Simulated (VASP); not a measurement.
Here is a VASP 6.6.1 calculation.

Contents of POSCAR:

```
K2S
1.0
    0.0000000000      3.6653149159      3.6653149159
    3.6653149159      0.0000000000      3.6653149159
    3.6653149159      3.6653149159      0.0000000000
K S
2 1
Direct
    0.2500000000      0.2500000000      0.2500000000
    0.7500000000      0.7500000000      0.7500000000
    0.0000000000      0.0000000000      0.0000000000
```

Contents of INCAR.step1:

```
ALGO = Normal
EDIFF = 1E-5
ENCUT = 550
GGA = PE
GGA_COMPAT = F
ISMEAR = 0
LASPH = T
LCHARG = F
LREAL = F
LWAVE = T
NBANDS = 19
NELM = 120
PREC = Accurate
SIGMA = 0.01
```

Contents of INCAR.step2:

```
ALGO = Normal
EDIFF = 1E-6
ENCUT = 550
GGA_COMPAT = F
ISIF = 2
ISMEAR = 0
ISTART = 1
LASPH = T
LCHARG = F
LMIXTAU = T
LREAL = F
LWAVE = F
METAGGA = R2SCAN
NBANDS = 19
NELM = 120
PREC = Accurate
SIGMA = 0.01
```

File KPOINTS:

```
k-points
0
Gamma
  6 6 6
```

Potentials or basis: VASP PAW PBE potentials, release 64 (K_sv, S).

The run is started by

```console
$ cat potpaw_PBE.64/K_sv/POTCAR potpaw_PBE.64/S/POTCAR > POTCAR
$ cp INCAR.step1 INCAR
$ mpirun -np 1 vasp_std > vasp.out
$ cp INCAR.step2 INCAR
$ mpirun -np 1 vasp_std > vasp.out
```

Question: Estimate the pressure.

Answer: 0.7 GPa.

Question: Predict the band gap on the k mesh.

Answer: 2.83 eV (least direct gap 3.06 eV).

Caveat: the PAW data sets were made with another functional, which shifts forces and pressure a little. A k mesh can miss the band edges.
